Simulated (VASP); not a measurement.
# Na2Pd (P-3m1) in VASP: further runs

Na2Pd is run at these levels: PBE; tasks: relaxation of cell and atoms, single point.

All numbers are computed with VASP 6.6.1; they aren't measurements. Logs are shortened: lines on timing, memory, paths and dates and some standing lists are left out, and cuts for length are marked.

## (1) The cell of the first run

Symmetry: P-3m1, No. 164, trigonal system. Conventional cell: a = 3.143 Å, b = 3.143 Å, c = 7.875 Å, α = 90.00°, β = 90.00°, γ = 120.00°. Within 3.8 Å of Na (site symmetry 3m) lie 3 Pd at 2.89 Å and 6 Na at 3.14 Å. Within 3.8 Å of Pd (site symmetry -3m) lie 6 Na at 2.89 Å and 6 Pd at 3.14 Å.

## (2) Relaxation of cell and atoms, PBE

File INCAR:

```
PREC = Accurate ; ENCUT = 600
EDIFF = 1E-6 ; ISMEAR = 0
SIGMA = 0.1 ; LREAL = False
LASPH = True ; NELM = 100
ALGO = Normal ; ISIF = 3
LWAVE = False ; LCHARG = False
GGA = PE ; IBRION = 2
NSW = 100 ; EDIFFG = -0.01
```

File KPOINTS:

```
regular mesh
0
Gamma
  18 18 6
```

File POSCAR:

```
Na2Pd
1.0
    3.1428360640      0.0000000000      0.0000000000
   -1.5714180320      2.7217758714      0.0000000000
    0.0000000000      0.0000000000      7.8746847072
Na Pd
2 1
Direct
    0.3333333333      0.6666666667      0.2862578476
    0.6666666667      0.3333333333      0.7137421524
    0.0000000000      0.0000000000      0.0000000000
```

Potentials or basis: VASP PAW PBE potentials, release 64 (Na_pv, Pd).

Started as:

```bash
$ cat potpaw_PBE.64/Na_pv/POTCAR potpaw_PBE.64/Pd/POTCAR > POTCAR
$ mpirun -np 1 vasp_std > vasp.out
```

OUTCAR:

```text
PREC = Accurate
   ENCUT = 600
   EDIFF = 1E-6
   ISMEAR = 0
   LREAL = False
   LASPH = True
   NELM = 100
   ISIF = 3
   GGA = PE
   IBRION = 2
   NSW = 100
   EDIFFG = -0.01

 ion  position               nearest neighbor table
   1  0.333  0.667  0.286-   3 2.89   3 2.89   3 2.89
   2  0.667  0.333  0.714-   3 2.89   3 2.89   3 2.89
   3  0.000  0.000  0.000-   1 2.89   2 2.89   2 2.89   1 2.89   2 2.89   1 2.89

  LATTYP: Found a hexagonal cell.
 ALAT       =     3.1428360640
 C/A-ratio  =     2.5055983026

  Lattice vectors:

 A1 = (   3.1428360640,   0.0000000000,   0.0000000000)
 A2 = (  -1.5714180320,   2.7217758714,   0.0000000000)
 A3 = (   0.0000000000,   0.0000000000,   7.8746847072)

Analysis of symmetry for initial positions (statically):
=====================================================================
 Subroutine PRICEL returns:
 Original cell was already a primitive cell.

 Routine SETGRP: Setting up the symmetry group for a
 hexagonal supercell.

 Subroutine GETGRP returns: Found 12 space group operations
 (whereof 12 operations were pure point group operations)
 out of a pool of 24 trial point group operations.

The static configuration has the point symmetry D_3d.

Analysis of symmetry for dynamics (positions and initial velocities):
=====================================================================
 Subroutine PRICEL returns:
 Original cell was already a primitive cell.

 Routine SETGRP: Setting up the symmetry group for a
 hexagonal supercell.

 Subroutine GETGRP returns: Found 12 space group operations
 (whereof 12 operations were pure point group operations)
 out of a pool of 24 trial point group operations.

The dynamic configuration has the point symmetry D_3d.

 Subroutine INISYM returns: Found 12 space group operations
 (whereof 12 operations are pure point group operations),
 and found     1 'primitive' translations

----------------------------------------------------------------------------------------

                                     Primitive cell

  volume of cell :      67.3608

  direct lattice vectors                    reciprocal lattice vectors
     3.142836064  0.000000000  0.000000000     0.318183952  0.183703590  0.000000000
    -1.571418032  2.721775871  0.000000000     0.000000000  0.367407181  0.000000000
     0.000000000  0.000000000  7.874684707     0.000000000  0.000000000  0.126989211

  length of vectors
     3.142836064  3.142836064  7.874684707     0.367407181  0.367407181  0.126989211

  position of ions in fractional coordinates (direct lattice)
     0.333333333  0.666666667  0.286257848
     0.666666667  0.333333333  0.713742152
     0.000000000  0.000000000  0.000000000

  ion indices of the primitive-cell ions
   primitive index   ion index
                 1           1
                 2           2
                 3           3

----------------------------------------------------------------------------------------

 KPOINTS: regular mesh

Automatic generation of k-mesh.
 Grid dimensions read from file:
 generate k-points for:   18   18    6

 Generating k-lattice:

  Cartesian coordinates                     Fractional coordinates (reciprocal lattice)
     0.017676886  0.010205755  0.000000000     0.055555556  0.000000000  0.000000000
     0.000000000  0.020411510  0.000000000     0.000000000  0.055555556  0.000000000
     0.000000000  0.000000000  0.021164869     0.000000000  0.000000000  0.166666667

  Length of vectors
     0.020411510  0.020411510  0.021164869

  Shift w.r.t. Gamma in fractional coordinates (k-lattice)
     0.000000000  0.000000000  0.000000000

 Subroutine IBZKPT returns following result:
 ===========================================

 Found    202 irreducible k-points:

 Following reciprocal coordinates:
            Coordinates               Weight
  0.000000  0.000000  0.000000      1.000000
  0.055556 -0.000000  0.000000      6.000000
  0.111111 -0.000000  0.000000      6.000000
  0.166667 -0.000000  0.000000      6.000000
  0.222222 -0.000000  0.000000      6.000000
  0.277778 -0.000000  0.000000      6.000000
[... 16 lines left out ...]
  0.333333  0.111111  0.000000     12.000000
  0.388889  0.111111  0.000000     12.000000
 [... further k-points ...]
   k-points           NKPTS =    202   k-points in BZ     NKDIM =    202   number of bands    NBANDS=     16
   number of dos      NEDOS =    301   number of ions     NIONS =      3
   total plane-waves  NPLWV =  50176
   dimension x,y,z NGX =    28 NGY =   28 NGZ =   64
   dimension x,y,z NGXF=    56 NGYF=   56 NGZF=  128
   ions per type =               2   1
   NGX,Y,Z   is equivalent  to a cutoff of  14.81, 14.81, 13.51 a.u.
   NGXF,Y,Z  is equivalent  to a cutoff of  29.62, 29.62, 27.02 a.u.
 SYSTEM =  unknown system
   PREC   = accura    normal or accurate (medium, high low for compatibility)
   ISTART =      0    job   : 0-new  1-cont  2-samecut
   ICHARG =      2    charge: 1-file 2-atom 10-const
   ISPIN  =      1    spin polarized calculation?
   LNONCOLLINEAR =      F non collinear calculations
   LSORBIT =      F    spin-orbit coupling
   LASPH  =      T    aspherical Exc in radial PAW
   ENCUT  =  600.0 eV  44.10 Ry    6.64 a.u.   6.28  6.28 15.73*2*pi/ulx,y,z
   NELM   =    100;   NELMIN=  2; NELMDL= -5     # of ELM steps
   EDIFF  = 0.1E-05   stopping-criterion for ELM
   LREAL  =      F    real-space projection
   EDIFFG = -.1E-01   stopping-criterion for IOM
   NSW    =    100    number of steps for IOM
   IBRION =      2    ionic relax: 0-MD 1-quasi-New 2-CG
   NFREE  =      1    steps in history (QN), initial steepest desc. (CG)
   ISIF   =      3    stress and relaxation
   ISYM   =      2    0-nonsym 1-usesym 2-fastsym
   POTIM  = 0.5000    time-step for ionic-motion
   TEBEG  =    0.0;   TEEND  =   0.0 temperature during run
   PSTRESS=    0.0 pullay stress
   NELECT =      24.0000    total number of electrons
   NUPDOWN=      -1.0000    fix difference up-down
   EMIN   =  10.00;   EMAX   =-10.00  energy-range for DOS
   EFERMI =   0.00;   METHOD = LEGACY
   ISMEAR =     0;   SIGMA  =   0.10  broadening in eV -4-tet -1-fermi 0-gaus
   EFERMI_NEDOS =   21; number of points for ismear=-14 and -15
   IALGO  =     38    algorithm
   IMIX   =      4    mixing-type and parameters
     AMIX     =   0.40;   BMIX     =  1.00
     AMIX_MAG =   1.60;   BMIX_MAG =  1.00
  volume/ion in A,a.u.               =      22.45       151.52
  Fermi-wavevector in a.u.,A,eV,Ry     =   1.160583  2.193184 18.326403  1.346953
  Thomas-Fermi vector in A             =   2.297164
   LORBIT       =      0    0 simple, 1 ext, 2 COOP (PROOUT), +10 PAW based schemes
   GGA     = PE    functional components
   LHFCALC =     F    Hartree Fock is set to
   AEXX    =    0.0000 exact exchange contribution
   IVDW    =     0    specifies the selected vdW correction
   LEPSILON=     F    determine dielectric tensor
   LRPA    =     F    only Hartree local field effects (RPA)
 conjugate gradient relaxation of ions
 non-spin polarized calculation
 Gauss-broadening in eV      SIGMA  =   0.10
  energy-cutoff  :      600.00
  volume of cell :       67.36
 maximum number of plane-waves:      2274
 NGX is ok and might be reduce to    28
   NGX = 13   NGY = 13   NGZ = 31

--------------------------------------- Ionic step        1  -------------------------------------------

 number of electron      24.0000002 magnetization

 Free energy of the ion-electron system (eV)
  ---------------------------------------------------
  ext. energy  EPLUGINS =         0.00000000
  ---------------------------------------------------
  free energy    TOTEN  =        -7.71488373 eV

  energy without entropy =       -7.70861672  energy(sigma->0) =       -7.71175023

------------------------ aborting loop because EDIFF is reached ----------------------------------------

  FORCE on cell =-STRESS in cart. coord.  units (eV):
  Direction    XX          YY          ZZ          XY          YZ          ZX
  --------------------------------------------------------------------------------------
  -------------------------------------------------------------------------------------
  Total        0.0091460      0.0091460      0.2905120      0.0000000      0.0000000      0.0000000
  in kB        0.2175367      0.2175367      6.9098316      0.0000000      0.0000000      0.0000000
  external PRESSURE =       2.4483017 kB  Pullay stress =       0.0000000 kB
[... 281 lines left out ...]
  energy  without entropy=       -7.7105624605  energy(sigma->0) =       -7.71357293

--------------------------------------- Ionic step        9  -------------------------------------------

 number of electron      24.0000003 magnetization

 Free energy of the ion-electron system (eV)
  ---------------------------------------------------
  ext. energy  EPLUGINS =         0.00000000
  ---------------------------------------------------
  free energy    TOTEN  =        -7.71658635 eV

  energy without entropy =       -7.71056981  energy(sigma->0) =       -7.71357808

 E-fermi :   2.9149     XC(G=0):  -8.7391

 val. band max:        2.9142033105   @ k =   0.1667   0.1667   0.0000
 cond. band min:       2.9326034475   @ k =   0.3333   0.0556   0.3333
 fundamental gap:      0.0184001371
 Fermi energy:         2.9149332660

 k-point     1 :       0.0000    0.0000    0.0000
  band No.  band energies     occupation
      1     -21.5185      2.00000
      2     -21.5000      2.00000
      3     -21.5000      2.00000
      4     -21.4990      2.00000
      5     -21.4990      2.00000
      6     -21.4977      2.00000
[... 8 lines left out ...]
     15       7.9021      0.00000
     16       9.5400      0.00000
[... 420 lines left out ...]
  band No.  band energies     occupation
      1     -21.6455      2.00000
      2     -21.6428      2.00000
      3     -21.5452      2.00000
      4     -21.5437      2.00000
      5     -21.4850      2.00000
      6     -21.4801      2.00000
[... 8 lines left out ...]
     15       6.2639      0.00000
     16       7.8923      0.00000

 [... further k-points ...]
[... 5 lines left out ...]
  --------------------------------------------------------------------------------------
  -------------------------------------------------------------------------------------
  Total       -0.0059636     -0.0059636     -0.0132873      0.0000000      0.0000000      0.0000000
  in kB       -0.1414270     -0.1414270     -0.3151104      0.0000000      0.0000000      0.0000000
  external PRESSURE =      -0.1993215 kB  Pullay stress =       0.0000000 kB
[... 18 lines left out ...]
  FREE ENERGIE OF THE ION-ELECTRON SYSTEM (eV)
  ---------------------------------------------------
  free  energy   TOTEN  =        -7.7165863542 eV

  energy  without entropy=       -7.7105698090  energy(sigma->0) =       -7.71357808

 reached required accuracy - stopping structural energy minimisation
```

It took 8.6 min on 1 thread of Intel Xeon 6975P-C (Granite Rapids), shared host; peak memory 0.43 GiB.

What came out:

* Free energy: -7.7166 eV
* Relaxed volume: 22.52 Å³/atom
* Relaxed cell: a = 3.130 Å, b = 3.130 Å, c = 7.963 Å, α = 90.00°, β = 90.00°, γ = 120.00°
* Space group after relaxing (to 0.05 Å): P-3m1 (No. 164)
* Energy gained by relaxing: 0.6 meV/atom
* Ionic steps: 9
* Pressure after relaxing: 0.0 GPa
* Band gap on the k mesh: zero (band 12 reaches 5.78 eV, above the bottom of band 13 at 1.76 eV)

Step by step:
| step | energy change (eV) | largest force (eV/Å) | pressure (GPa) | volume (Å³) |
| --- | --- | --- | --- | --- |
| 1 | 0.0000 | 0.0395 | 0.24 | 67.36 |
| 2 | -0.0011 | 0.0164 | 0.03 | 67.70 |
| 3 | -0.0013 | 0.0065 | -0.17 | 68.04 |
| 4 | -0.0013 | 0.0018 | -0.09 | 67.97 |
| 5 | -0.0013 | 0.0036 | -0.15 | 67.99 |
| 6 | -0.0016 | 0.0026 | -0.11 | 67.84 |
| 7 | -0.0017 | 0.0014 | -0.05 | 67.60 |
| 8 | -0.0017 | 0.0031 | 0.07 | 67.51 |
| 9 | -0.0017 | 0.0004 | -0.02 | 67.56 |

Final structure:
```
Na Pd
1.0
     3.13004    0.00000    0.00000
    -1.56502    2.71070    0.00000
     0.00000    0.00000    7.96256
Na Pd
2 1
Direct
  0.33333 0.66667 0.28679
  0.66667 0.33333 0.71321
  0.00000 0.00000 0.00000
```

Levels at points of the mesh, in eV from the Fermi level:
```csv
k point,band 9,band 10,band 11,band 12,band 13,band 14,band 15,band 16
"(0.00, 0.00, 0.00)",-1.74,-1.74,-1.53,-1.32,-1.05,-1.05,4.99,6.63
"(0.50, 0.00, 0.00)",-1.79,-1.33,-0.32,0.94,1.84,2.92,3.24,3.98
"(0.00, 0.00, 0.50)",-2.63,-1.74,-1.74,-1.05,-1.05,0.98,2.30,9.56
"(0.50, 0.00, 0.50)",-1.77,-1.33,-0.32,1.15,1.64,2.33,2.97,5.32
```

## (3) Single point, PBE

This run uses another cell than the first one, of 22.54 Å³/atom, 1.004 times its volume.

File INCAR:

```
PREC = Accurate
ENCUT = 520
EDIFF = 1E-6
ISMEAR = 0
SIGMA = 0.1
LREAL = F
LASPH = T
NELM = 100
ALGO = Normal
ISIF = 2
LWAVE = F
LCHARG = T
GGA = PE
LELF = T
LVHAR = T
NBANDS = 19
```

KPOINTS is that of step 2.

File POSCAR:

```
Na2Pd
1.0
    3.1308389876      0.0000000000      0.0000000000
   -1.5654194938      2.7113860984      0.0000000000
    0.0000000000      0.0000000000      7.9654484543
Na Pd
2 1
Direct
    0.3333333333      0.6666666667      0.2863864973
    0.6666666667      0.3333333333      0.7136135027
    0.0000000000      0.0000000000      0.0000000000
```

Potentials or basis: VASP PAW PBE potentials, release 64 (Na_pv, Pd).

Started as:

```bash
$ cat potpaw_PBE.64/Na_pv/POTCAR potpaw_PBE.64/Pd/POTCAR > POTCAR
$ mpirun -np 1 vasp_std > vasp.out
```

OUTCAR:

```text
PREC = Accurate
   ENCUT = 520
   EDIFF = 1E-6
   ISMEAR = 0
   LREAL = F
   LASPH = T
   NELM = 100
   ISIF = 2
   GGA = PE

 ion  position               nearest neighbor table
   1  0.333  0.667  0.286-   3 2.91   3 2.91   3 2.91
   2  0.667  0.333  0.714-   3 2.91   3 2.91   3 2.91
   3  0.000  0.000  0.000-   1 2.91   2 2.91   1 2.91   2 2.91   2 2.91   1 2.91

  LATTYP: Found a hexagonal cell.
 ALAT       =     3.1308389876
 C/A-ratio  =     2.5441897478

  Lattice vectors:

 A1 = (   3.1308389876,   0.0000000000,   0.0000000000)
 A2 = (  -1.5654194938,   2.7113860984,   0.0000000000)
 A3 = (   0.0000000000,   0.0000000000,   7.9654484543)

Analysis of symmetry for initial positions (statically):
=====================================================================
 Subroutine PRICEL returns:
 Original cell was already a primitive cell.

 Routine SETGRP: Setting up the symmetry group for a
 hexagonal supercell.

 Subroutine GETGRP returns: Found 12 space group operations
 (whereof 12 operations were pure point group operations)
[... 158 lines left out ...]
 Free energy of the ion-electron system (eV)
  ---------------------------------------------------
  ext. energy  EPLUGINS =         0.00000000
  ---------------------------------------------------
  free energy    TOTEN  =        -7.71686488 eV

  energy without entropy =       -7.71089122  energy(sigma->0) =       -7.71387805

 E-fermi :   2.9105     XC(G=0):  -8.7345

 val. band max:        2.8588078803   @ k =  -0.1111   0.3889   0.3333
 cond. band min:       2.9119048586   @ k =   0.1667   0.1667   0.0000
 fundamental gap:      0.0530969784
 Fermi energy:         2.9104678482

 k-point     1 :       0.0000    0.0000    0.0000
  band No.  band energies     occupation
      1     -21.5222      2.00000
      2     -21.5038      2.00000
      3     -21.5038      2.00000
      4     -21.5028      2.00000
      5     -21.5028      2.00000
      6     -21.5018      2.00000
[... 505 lines left out ...]
      6     -21.4842      2.00000
[... 11 lines left out ...]
     18      11.7012      0.00000
     19      11.9936      0.00000

 [... further k-points ...]
[... 5 lines left out ...]
  --------------------------------------------------------------------------------------
  -------------------------------------------------------------------------------------
  Total        0.0198737      0.0198737      0.0225606      0.0000000     -0.0000000      0.0000000
  in kB        0.4708989      0.4708989      0.5345638      0.0000000     -0.0000000      0.0000000
  external PRESSURE =       0.4921206 kB  Pullay stress =       0.0000000 kB

 VOLUME and BASIS-vectors are now :
 -----------------------------------------------------------------------------
  energy-cutoff  :      520.00
  volume of cell :       67.62
      direct lattice vectors                 reciprocal lattice vectors
     3.130838988  0.000000000  0.000000000     0.319403203  0.184407525  0.000000000
    -1.565419494  2.711386098  0.000000000     0.000000000  0.368815050  0.000000000
     0.000000000  0.000000000  7.965448454     0.000000000  0.000000000  0.125542210

 POSITION                                       TOTAL-FORCE (eV/Angst)
 -----------------------------------------------------------------------------------
     -0.00000      1.80759      2.28120         0.000000      0.000000      0.008248
      1.56542      0.90380      5.68425        -0.000000      0.000000     -0.008248
      0.00000      0.00000      0.00000        -0.000000      0.000000      0.000000
 -----------------------------------------------------------------------------------
    total drift:                               -0.000000      0.000000     -0.000000

  FREE ENERGIE OF THE ION-ELECTRON SYSTEM (eV)
  ---------------------------------------------------
  free  energy   TOTEN  =        -7.7168648840 eV

  energy  without entropy=       -7.7108912209  energy(sigma->0) =       -7.71387805
```

It took 4.2 min on 1 thread of AMD EPYC 7R43 (Zen 3), shared host; peak memory 0.32 GiB.

What came out:

```yaml
Free_energy: -7.7169 eV
Pressure: 0.0 GPa
Largest_force: 0.008 eV/Å
Band_gap_on_the_k_mesh: zero (band 12 reaches 5.77 eV, above the bottom of band 13 at 1.75 eV)
```

Forces in eV/Å, atoms in the order of the input:
```
Na   0.000  0.000  0.008
Na   0.000  0.000 -0.008
Pd   0.000  0.000  0.000
```

[end of part 1 of 2]
